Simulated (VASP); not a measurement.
Crystal: SrO.

```
Sr O
1.0
     3.13358    0.00000    0.00000
     0.00000    3.13358    0.00000
     0.00000    0.00000    3.13358
Sr O
1 1
Direct
  0.00000 0.00000 0.00000
  0.50000 0.50000 0.50000
```

```yaml
Program: VASP 6.6.1
Task: relaxation of cell and atoms
Functional: PBEsol
Potentials_or_basis: VASP PAW PBE potentials, release 64 (Sr_sv, O)
Cutoff: 600 eV
k_mesh: 8 × 8 × 8
Occupations: fermi-dirac, width 0.02 eV
Spin: no spin polarisation
```

At the start: pressure -4.0 GPa; volume 15.38 Å³/atom.

Question: How do energy, volume and symmetry change on relaxing?

Answer: Over 3 steps the energy falls by 8.6 meV/atom and the volume is 14.72 Å³/atom (-4.3 %); space group Pm-3m (No. 221, to 0.05 Å).

The path:
| step | energy change (eV) | largest force (eV/Å) | pressure (GPa) | volume (Å³) |
| --- | --- | --- | --- | --- |
| 1 | 0.0000 | 0.0000 | -3.99 | 30.77 |
| 2 | -0.0160 | 0.0000 | 1.21 | 29.10 |
| 3 | -0.0173 | 0.0000 | 0.00 | 29.44 |

Final structure:
```xyz
2
Lattice="3.0877 0.0000 0.0000 0.0000 3.0877 0.0000 0.0000 0.0000 3.0877" Properties=species:S:1:pos:R:3 pbc="T T T"
Sr    0.0000    0.0000    0.0000
O     1.5438    1.5438    1.5438
```

Caveat: the PAW data sets were made with another functional, which shifts forces and pressure a little.
